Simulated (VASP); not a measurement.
A run of VASP 6.6.1 is set up as follows.

The input INCAR:

```
SYSTEM = As
  ALGO = Normal
  EDIFF = 1E-6
  ENCUT = 520
  GGA = PE
  ISIF = 2
  ISMEAR = -1
  LASPH = .TRUE.
  LCHARG = .FALSE.
  LREAL = .FALSE.
  LWAVE = .FALSE.
  NBANDS = 12
  NELM = 80
  PREC = Accurate
  SIGMA = 0.1
```

Contents of KPOINTS:

```
k-points
0
G
  16 16 9
  0 0 0
```

Contents of POSCAR:

```
As
1.0
    2.6841856710      0.0000000000      0.0000000000
   -1.3420928355      2.3245729796      0.0000000000
    0.0000000000      0.0000000000      4.2279582027
As
2
Direct
    0.3333333333      0.6666666667      0.2500000000
    0.6666666667      0.3333333333      0.7500000000
```

Potentials or basis: VASP PAW PBE potentials, release 64 (As).

Command:

```console
$ cat potpaw_PBE.64/As/POTCAR > POTCAR
$ mpirun -np 1 vasp_std > vasp.out
```

(1) Estimate the pressure.

(2) What does it give for the band gap on the k mesh?

## Answers

(1) 69.1 GPa.

(2) zero (band 5 reaches 18.26 eV, above the bottom of band 6 at 6.34 eV).
